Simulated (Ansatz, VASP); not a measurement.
# Two plane-wave programs on PdRhC4N4

The input INCAR:

```
SYSTEM = PdRhC4N4
  PREC = Accurate
  ENCUT = 520
  EDIFF = 1E-6
  ISMEAR = 0
  SIGMA = 0.1
  LREAL = .FALSE.
  LASPH = .TRUE.
  NELM = 150
  ALGO = Normal
  ISIF = 2
  LWAVE = .FALSE.
  LCHARG = .TRUE.
  ISPIN = 2
  MAGMOM = 0 1 0 0 0 0 0 0 0 0
  LORBIT = 11
  LMAXMIX = 4
  GGA = PE
  LELF = .TRUE.
  LVHAR = .TRUE.
  NBANDS = 46
```

Contents of KPOINTS:

```
Automatic mesh
0
G
  4 4 4
  0 0 0
```

File POSCAR:

```
PdRhC4N4
1.0
    5.9086026500      0.0000000000      0.0000000000
    0.0000000000      5.9086026500      0.0000000000
    0.0000000000      0.0000000000      5.9086026500
Pd Rh C N
1 1 4 4
Direct
    0.5000000000      0.5000000000      0.5000000000
    0.0000000000      0.0000000000      0.0000000000
    0.1873167900      0.1873167900      0.1873167900
    0.1873167900      0.8126832100      0.8126832100
    0.8126832100      0.1873167900      0.8126832100
    0.8126832100      0.8126832100      0.1873167900
    0.3016415900      0.3016415900      0.3016415900
    0.3016415900      0.6983584100      0.6983584100
    0.6983584100      0.3016415900      0.6983584100
    0.6983584100      0.6983584100      0.3016415900
```

Input for Ansatz:

```yaml
crystal:
  lattice:
    - [5.90860265, 0.0, 0.0]
    - [0.0, 5.90860265, 0.0]
    - [0.0, 0.0, 5.90860265]
  atoms:
    - { symbol: Pd, position: [0.5, 0.5, 0.5] }
    - { symbol: Rh, position: [0.0, 0.0, 0.0], spin: 1.0 }
    - { symbol: C, position: [0.18731679, 0.18731679, 0.18731679] }
    - { symbol: C, position: [0.18731679, 0.81268321, 0.81268321] }
    - { symbol: C, position: [0.81268321, 0.18731679, 0.81268321] }
    - { symbol: C, position: [0.81268321, 0.81268321, 0.18731679] }
    - { symbol: "N", position: [0.30164159, 0.30164159, 0.30164159] }
    - { symbol: "N", position: [0.30164159, 0.69835841, 0.69835841] }
    - { symbol: "N", position: [0.69835841, 0.30164159, 0.69835841] }
    - { symbol: "N", position: [0.69835841, 0.69835841, 0.30164159] }
basis:
  ecutwfc: 420
kpoints:
  mp_grid: { grid: [4, 4, 4] }
hamiltonian:
  xc: pbe
scf:
  occupations: { method: gaussian, width: 0.1 }
  lower_state_search: "off"
output:
  forces: true
  stress: true
  eigenvalues: true
  populations: true
magnetization:
  spin_polarized: true
```

Alike in both runs: task single point; functional PBE; k mesh 4 × 4 × 4; occupations gaussian, width 0.1 eV; collinear spin.

|  | VASP | Ansatz |
| --- | --- | --- |
| version | VASP 6.6.1 | Ansatz 0.2.0 |
| potentials or method | VASP PAW PBE potentials, release 64 (Pd, Rh_pv, C, N), cutoff 520 eV | scalar-relativistic, plane waves, PAW |
| valence electrons in the cell | 61 | 71 |

```csv
,VASP,Ansatz,Ansatz less VASP
gap on the k mesh at the Fermi level (eV),none,none,-
pressure (GPa),4.1,3.8,-0.27
rms of the force components (eV/Å),0.633,0.437,-0.1956
net moment per atom (μB),0.10,0.10,0.000
size of the moment on the site where the two differ most (μB),0.65,0.46,-0.190
```

Site moments also hang on the region over which each program counts them. Atom by atom the forces differ by 0.197 eV/Å (rms over components). A gap of «none» marks a metal or a gap that the smearing closes. VASP's potentials hold 61 valence electrons a cell and Ansatz's 71, so a difference there can come from the potentials and not from the codes.

Noted on VASP's run: the standard files for N, O and F lose accuracy on very short bonds.
